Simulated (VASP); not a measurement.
Input of a VASP 6.6.1 run:

The input INCAR:

```
SYSTEM = Os
PREC     = Accurate       ! precision mode
ENCUT    = 520            ! plane-wave cutoff, eV
EDIFF    = 1E-7           ! SCF threshold, eV
ISMEAR   = -1             ! smearing method
SIGMA    = 0.05           ! smearing width, eV
LREAL    = .FALSE.        ! projectors in reciprocal space
LASPH    = .TRUE.         ! aspherical terms in the spheres
NELM     = 80             ! most SCF steps
ALGO     = Fast           ! electronic algorithm
ISIF     = 2              ! what is computed and relaxed
LWAVE    = .FALSE.        ! write WAVECAR
LCHARG   = .FALSE.        ! write CHGCAR
GGA      = CA             ! functional
NBANDS   = 15             ! bands
```

The input KPOINTS:

```
Automatic mesh
0
G
  11 11 6
  0 0 0
```

Contents of POSCAR:

```
Os
1.0
    2.7877234178      0.0000000000      0.0000000000
   -1.3938617089      2.4142392985      0.0000000000
    0.0000000000      0.0000000000      4.4044215090
Os
2
Direct
    0.6666666667      0.3333333333      0.7500000000
    0.3333333333      0.6666666667      0.2500000000
```

Potentials or basis: VASP PAW LDA potentials, release 64 (Os).

Command:

```sh
$ cat potpaw_LDA.64/Os/POTCAR > POTCAR
$ mpirun -np 1 vasp_std > vasp.out
```

Problem. Estimate the pressure.

Solution. -28.8 GPa.

Problem. Estimate the band gap on the k mesh.

Solution. Zero (band 8 reaches 10.39 eV, above the bottom of band 9 at 6.86 eV).

Stress tensor (GPa, compression positive):
```
-28.14   0.00   0.00
  0.00 -28.14   0.00
  0.00   0.00 -30.16
```

Caveat: spin-orbit coupling is left out, which moves the levels of the heavy elements.
